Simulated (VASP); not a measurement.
Input of a VASP 6.6.1 run:

The input INCAR:

```
  PREC = Accurate
  ENCUT = 600
  EDIFF = 1E-6
  ISMEAR = 0
  SIGMA = 0.1
  LREAL = False
  LASPH = True
  NELM = 60
  ALGO = Normal
  ISIF = 3
  LWAVE = False
  LCHARG = False
  GGA = PE
  IBRION = 2
  NSW = 90
  EDIFFG = -0.04
```

Contents of KPOINTS:

```
regular mesh
0
Gamma
  4 4 4
```

File POSCAR:

```
Mg2B3
1.0
    4.5082050500      0.0000000000      0.0000000000
    0.0000000000      4.5082050500      0.0000000000
    0.0000000000      0.0000000000      4.5528875700
Mg B
4 6
Direct
    0.7381011700      0.2618988300      0.0000000000
    0.2618988300      0.7381011700      0.0000000000
    0.2618988300      0.2618988300      0.5000000000
    0.7381011700      0.7381011700      0.5000000000
    0.5000000000      0.0000000000      0.7500000000
    0.5000000000      0.0000000000      0.2500000000
    0.0000000000      0.5000000000      0.7500000000
    0.0000000000      0.5000000000      0.2500000000
    0.0000000000      0.0000000000      0.7500000000
    0.0000000000      0.0000000000      0.2500000000
```

Potentials or basis: VASP PAW PBE potentials, release 64 (Mg, B).

Launch:

```console
$ cat potpaw_PBE.64/Mg/POTCAR potpaw_PBE.64/B/POTCAR > POTCAR
$ mpirun -np 1 vasp_std > vasp.out
```

**Question.** Predict the space group after relaxing (to 0.05 Å).

**Answer.** P4_2/mcm (No. 132).

**Question.** What does it give for the band gap on the k mesh?

**Answer.** Zero (band 13 reaches 4.78 eV, above the bottom of band 14 at 2.57 eV).

**Question.** Estimate the relaxed volume.

**Answer.** 13.89 Å³/atom.

**Question.** What does it give for the relaxed cell?

**Answer.** a = 6.641 Å, b = 6.641 Å, c = 3.150 Å, α = 90.00°, β = 90.00°, γ = 90.00°.

The path:
```
step  energy change (eV)  largest force (eV/Å)  pressure (GPa)  volume (Å³)
   1              0.0000                4.8315           70.21        92.53
   2             -7.9745                0.4653           -9.03       157.99
   3             -8.6902                0.1924           -0.63       136.26
   4             -8.6908                0.1472           -1.20       137.25
   5             -8.9013                0.0952           -1.19       136.14
   6             -9.6569                0.1692           -0.37       132.04
   7            -14.3714                0.2328            2.73       120.21
   8             63.4223                4.0908          299.32        80.36
   9            -15.1517                0.3289            3.61       118.44
  10            -13.8155                2.8351           51.69       101.94
  11            -17.3630                1.1761           10.80       113.41
  12            -17.6461                2.2035           25.46       107.95
  13            -17.8913                1.8946           19.63       109.81
  14            -17.8320                2.0358           22.12       108.98
  15            -18.5266                1.8492           15.35       113.59
  16            -19.6216                1.4656            0.16       128.19
  17            -19.7034                1.3309           -3.48       133.20
  18            -20.0888                1.1554           -2.54       134.39
  19            -20.2533                0.9877           -1.12       135.54
  20            -20.2567                0.9632           -0.84       135.72
  21            -20.3765                0.8279           -0.91       135.52
  22            -20.6307                0.4604           -0.96       134.90
  23            -20.8255                0.0392            0.31       133.66
  24            -20.8933                0.0114            2.58       133.61
  25            -20.8937                0.0212            2.86       133.60
  26            -20.9325                0.0095            1.07       137.04
  27            -20.9366                0.0212            0.28       138.68
  28            -20.9375                0.0274           -0.39       139.12
  29            -20.9386                0.0248           -0.11       138.93
```

Caveat: the volume moved by over 15 % at a fixed basis, so the end points are rough.
